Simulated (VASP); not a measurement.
# O2C in VASP: single point with PBE+D3(BJ)

Aim: the single point of O2C with PBE+D3(BJ).

All numbers are computed with VASP 6.6.1; they aren't measurements. Logs are shortened: lines on timing, memory, paths and dates and some standing lists are left out, and cuts for length are marked.

### 1 The cell of the first run

The cell holds a molecule in a box, 3 atoms: a = 9.296 Å, b = 9.296 Å, c = 25.219 Å, α = 90.00°, β = 90.00°, γ = 120.00°.

### 2 Single point, PBE+D3(BJ)

File INCAR:

```
SYSTEM = CO2
ALGO = Normal ; DIPOL = 0.5 0.5 0.628
EDIFF = 1E-6 ; ENCUT = 1000
GGA = PE ; GGA_COMPAT = .FALSE.
IDIPOL = 3 ; ISIF = 2
ISMEAR = 0 ; IVDW = 12
LASPH = .TRUE. ; LCHARG = .FALSE.
LDIPOL = .TRUE. ; LREAL = .FALSE.
LWAVE = .FALSE. ; NBANDS = 15
NELM = 120 ; NELMDL = -8
PREC = Accurate ; SIGMA = 0.1
```

File KPOINTS:

```
k-points
0
G
  3 3 1
  0 0 0
```

File POSCAR:

```
CO2
1.0
    9.2964173513      0.0000000000      0.0000000000
   -4.6482086756      8.0509335904      0.0000000000
    0.0000000000      0.0000000000     25.2190581139
O C
2 1
Direct
    0.1495654677      0.2991309354      0.6228553132
    0.0051178538      0.0102357076      0.6340130703
    0.0772747359      0.1545494719      0.6281772173
```

Potentials or basis: VASP PAW PBE potentials, release 64 (O_h, C_h).

On the command line:

```console
> cat potpaw_PBE.64/O_h/POTCAR potpaw_PBE.64/C_h/POTCAR > POTCAR
> mpirun -np 1 vasp_std > vasp.out
```

OUTCAR:

```text
SYSTEM = CO2
   EDIFF = 1E-6
   ENCUT = 1000
   GGA = PE
   ISIF = 2
   ISMEAR = 0
   IVDW = 12
   LASPH = .TRUE.
   LREAL = .FALSE.
   NELM = 120
   NELMDL = -8
   PREC = Accurate
 IVDW          = 12

 ion  position               nearest neighbor table
   1  0.150  0.299  0.623-   3 1.17
   2  0.005  0.010  0.634-   3 1.17
   3  0.077  0.155  0.628-   2 1.17   1 1.17

  LATTYP: Found a hexagonal cell.
 ALAT       =     9.2964173513
 C/A-ratio  =     2.7127717228

  Lattice vectors:

 A1 = (   9.2964173513,   0.0000000000,   0.0000000000)
 A2 = (  -4.6482086756,   8.0509335904,   0.0000000000)
 A3 = (   0.0000000000,   0.0000000000,  25.2190581139)

Analysis of symmetry for initial positions (statically):
=====================================================================
 Subroutine PRICEL returns:
 Original cell was already a primitive cell.

 Routine SETGRP: Setting up the symmetry group for a
 hexagonal supercell.

 Subroutine GETGRP returns: Found  2 space group operations
 (whereof  2 operations were pure point group operations)
 out of a pool of 24 trial point group operations.

The static configuration has the point symmetry C_1h.

Analysis of symmetry for dynamics (positions and initial velocities):
=====================================================================
 Subroutine PRICEL returns:
 Original cell was already a primitive cell.

 Routine SETGRP: Setting up the symmetry group for a
 hexagonal supercell.

 Subroutine GETGRP returns: Found  2 space group operations
 (whereof  2 operations were pure point group operations)
 out of a pool of 24 trial point group operations.

The dynamic configuration has the point symmetry C_1h.

 Subroutine INISYM returns: Found  2 space group operations
 (whereof  2 operations are pure point group operations),
 and found     1 'primitive' translations

----------------------------------------------------------------------------------------

                                     Primitive cell

  volume of cell :    1887.5163

  direct lattice vectors                    reciprocal lattice vectors
     9.296417351  0.000000000  0.000000000     0.107568320  0.062104599  0.000000000
    -4.648208676  8.050933590  0.000000000     0.000000000  0.124209197  0.000000000
     0.000000000  0.000000000 25.219058114     0.000000000  0.000000000  0.039652551
[... 81 lines left out ...]
   EFERMI_NEDOS =   21; number of points for ismear=-14 and -15
   IALGO  =     38    algorithm
   IMIX   =      4    mixing-type and parameters
     AMIX     =   0.40;   BMIX     =  1.00
     AMIX_MAG =   1.60;   BMIX_MAG =  1.00
  volume/ion in A,a.u.               =     629.17      4245.86
  Fermi-wavevector in a.u.,A,eV,Ry     =   0.333799  0.630788  1.515982  0.111422
  Thomas-Fermi vector in A             =   1.231959
   LORBIT       =      0    0 simple, 1 ext, 2 COOP (PROOUT), +10 PAW based schemes
   GGA     = PE    functional components
   LHFCALC =     F    Hartree Fock is set to
   AEXX    =    0.0000 exact exchange contribution
   IVDW    =    12    specifies the selected vdW correction
   LEPSILON=     F    determine dielectric tensor
   LRPA    =     F    only Hartree local field effects (RPA)
 non-spin polarized calculation
 Gauss-broadening in eV      SIGMA  =   0.10
  energy-cutoff  :     1000.00
  volume of cell :     1887.52
 maximum number of plane-waves:    135540
 NGX is ok and might be reduce to    96
   NGX = 47   NGY = 47   NGZ =131

 dipolmoment           0.000000      0.000000     -0.000003 electrons x Angstroem

 number of electron      16.0000001 magnetization

 dipolmoment           0.000000      0.000000      0.002699 electrons x Angstroem

 Free energy of the ion-electron system (eV)
  ---------------------------------------------------
  ext. energy  EPLUGINS =         0.00000000
  ---------------------------------------------------
  free energy    TOTEN  =       -23.23137331 eV

  energy without entropy =      -23.23137331  energy(sigma->0) =      -23.23137331

 E-fermi :  -8.3438     XC(G=0):  -0.3988

 val. band max:       -8.9097759687   @ k =   0.0000   0.3333   0.0000
 cond. band min:      -0.9608312642   @ k =   0.0000   0.0000   0.0000
 fundamental gap:      7.9489447045
 Fermi energy:        -8.3438351523

 k-point     1 :       0.0000    0.0000    0.0000
  band No.  band energies     occupation
      1     -28.9565      2.00000
      2     -27.9500      2.00000
      3     -13.6803      2.00000
      4     -12.5156      2.00000
      5     -12.4993      2.00000
      6     -12.4988      2.00000
      7      -8.9103      2.00000
      8      -8.9099      2.00000
      9      -0.9608      0.00000
     10      -0.3367      0.00000
     11      -0.3316      0.00000
     12       0.1735      0.00000
     13       0.2127      0.00000
     14       0.7590      0.00000
[... 41 lines left out ...]
      2     -27.9500      2.00000
      3     -13.6803      2.00000
      4     -12.5157      2.00000
      5     -12.4993      2.00000
      6     -12.4988      2.00000
      7      -8.9103      2.00000
      8      -8.9098      2.00000
      9      -0.7507      0.00000
     10      -0.3384      0.00000
     11      -0.3313      0.00000
     12       0.5375      0.00000
     13       0.5670      0.00000
     14       0.8464      0.00000
     15       0.9377      0.00000

------------------------ aborting loop because EDIFF is reached ----------------------------------------

 vacuum level on the upper side and lower side of the slab       (xc-potential included)        -0.001        -0.008

 Edisp (eV)   -0.02605

 E8    (eV) :    -0.0078

  FORCE on cell =-STRESS in cart. coord.  units (eV):
  Direction    XX          YY          ZZ          XY          YZ          ZX
  --------------------------------------------------------------------------------------
  -------------------------------------------------------------------------------------
  Total      -0.01078    -0.19457    -0.01469    -0.00000     0.02117     0.00000
  in kB      -0.00915    -0.16515    -0.01247    -0.00000     0.01797     0.00000
  external pressure =       -0.06 kB  Pullay stress =        0.00 kB

 VOLUME and BASIS-vectors are now :
 -----------------------------------------------------------------------------
  energy-cutoff  :     1000.00
  volume of cell :     1887.52
      direct lattice vectors                 reciprocal lattice vectors
     9.296417351  0.000000000  0.000000000     0.107568320  0.062104599  0.000000000
    -4.648208676  8.050933590  0.000000000     0.000000000  0.124209197  0.000000000
     0.000000000  0.000000000 25.219058114     0.000000000  0.000000000  0.039652551

 POSITION                                       TOTAL-FORCE (eV/Angst)
 -----------------------------------------------------------------------------------
      0.00000      2.40828     15.70782        -0.000000     -0.106010     -0.031863
      0.00000      0.08241     15.98921         0.000000      0.044903     -0.048452
     -0.00000      1.24427     15.84204         0.000000      0.061107      0.080315
 -----------------------------------------------------------------------------------
    total drift:                               -0.000000      0.000549      0.001427

  FREE ENERGIE OF THE ION-ELECTRON SYSTEM (eV)
  ---------------------------------------------------
  free  energy   TOTEN  =       -23.2574278291 eV

  energy  without entropy=      -23.2574278291  energy(sigma->0) =      -23.25742783

 vacuum level on the upper side and lower side of the slab         0.123         0.117
```

stdout:

```text
POSCAR found type information on POSCAR O C
 POSCAR found :  2 types and       3 ions
 scaLAPACK will be used
 LDA part: xc-table for (Slater+PW92), standard interpolation
 POSCAR, INCAR and KPOINTS ok, starting setup
 FFT: planning ... GRIDC
 FFT: planning ... GRID_SOFT
 FFT: planning ... GRID
 WAVECAR not read
 entering main loop
```

Wall time 13 min (1 thread of Intel Xeon Platinum 8488C (Sapphire Rapids), shared host); peak memory 3.4 GiB.

What came out:

| Property | Result |
| --- | --- |
| Free energy | -23.2574 eV |
| Largest force | 0.111 eV/Å |
| Gap between the frontier levels | 7.95 eV |
| Dispersion energy per atom | -0.009 eV |

Forces on the atoms (eV/Å):
```
O    0.000 -0.106 -0.032
O    0.000  0.045 -0.048
C    0.000  0.061  0.080
```

Levels at points of the mesh, in eV from the valence-band top:
| k point | band 6 | band 7 | band 8 | band 9 | band 10 | band 11 |
| --- | --- | --- | --- | --- | --- | --- |
| (0.00, 0.00, 0.00) | -3.59 | 0.00 | 0.00 | 7.95 | 8.57 | 8.58 |
